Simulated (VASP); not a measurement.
## La: relaxation of cell and atoms with PBEsol

The system is La.

```xyz
1
Lattice="3.6786 0.0000 0.0000 -1.2262 3.4682 0.0000 -1.2262 -1.7341 3.0036" Properties=species:S:1:pos:R:3 pbc="T T T"
La    0.0000    0.0000    0.0000
```

This isn't the form of La at room conditions, which is double hcp.

* Program: VASP 6.6.1
* Task: relaxation of cell and atoms
* Functional: PBEsol
* Potentials or basis: VASP PAW PBE potentials, release 64 (La)
* Cutoff: 600 eV
* k mesh: 7 × 7 × 7
* Occupations: gaussian, width 0.05 eV
* Spin: no spin polarisation
* Target pressure: 30 GPa
* Dipole correction: no
* Further INCAR settings: ALGO = Normal; EDIFF = 1e-06; IBRION = 2; EDIFFG = -0.03; NSW = 60; ISIF = 3

| Item | Value |
| --- | --- |
| Relaxed volume | 21.11 Å³/atom |
| Relaxed cell | a = 3.016 Å, b = 3.016 Å, c = 3.016 Å, α = 109.47°, β = 109.47°, γ = 109.47° |
| Space group after relaxing (to 0.1 Å) | Im-3m (No. 229) |
| Energy change on relaxing (the run minimises the enthalpy) | +898.3 meV/atom |
| Ionic steps | 10 |
| Pressure after relaxing | 30.0 GPa |
| Band gap on the k mesh | zero (an odd number of electrons rules out a gap without spin polarisation) |

Step by step:
| step | energy change (eV) | largest force (eV/Å) | pressure (GPa) | volume (Å³) |
| --- | --- | --- | --- | --- |
| 1 | 0.0000 | 0.0000 | -2.49 | 38.32 |
| 2 | 15.4445 | 0.0000 | 684.99 | 9.36 |
| 3 | 0.0158 | 0.0000 | 4.20 | 31.49 |
| 4 | 0.1483 | 0.0000 | 7.05 | 27.96 |
| 5 | 1.7831 | 0.0000 | 65.03 | 17.92 |
| 6 | 0.6711 | 0.0000 | 22.87 | 22.51 |
| 7 | 0.8245 | 0.0000 | 27.40 | 21.52 |
| 8 | 0.9104 | 0.0000 | 30.46 | 21.05 |
| 9 | 0.8793 | 0.0000 | 29.36 | 21.21 |
| 10 | 0.8983 | 0.0000 | 30.03 | 21.11 |

Final structure:
```yaml
crystal:
  lattice:
    - [3.01556, 0.00000, 0.00000]
    - [-1.00519, 2.84310, 0.00000]
    - [-1.00519, -1.42155, 2.46220]
  atoms:
    - { symbol: La, position: [0.00000, 0.00000, 0.00000] }
```

Levels at points of the mesh, in eV from the Fermi level:
```tsv
k point	band 3	band 4	band 5	band 6	band 7	band 8
(0.00, 0.00, 0.00)	-13.30	-13.30	-1.07	1.83	1.83	1.83
```

Wall time 86 s on 1 thread of Intel(R) Xeon(R) Platinum 8559C (Emerald Rapids), on a shared host, peak memory 0.22 GiB.

Caveat: the cell is relaxed towards a set pressure, so the run minimises the enthalpy, not the energy; the volume moved by over 15 % at a fixed basis, so the end points are rough; the PAW data sets were made with another functional, which shifts forces and pressure a little; spin-orbit coupling is left out, which moves the levels of the heavy elements.
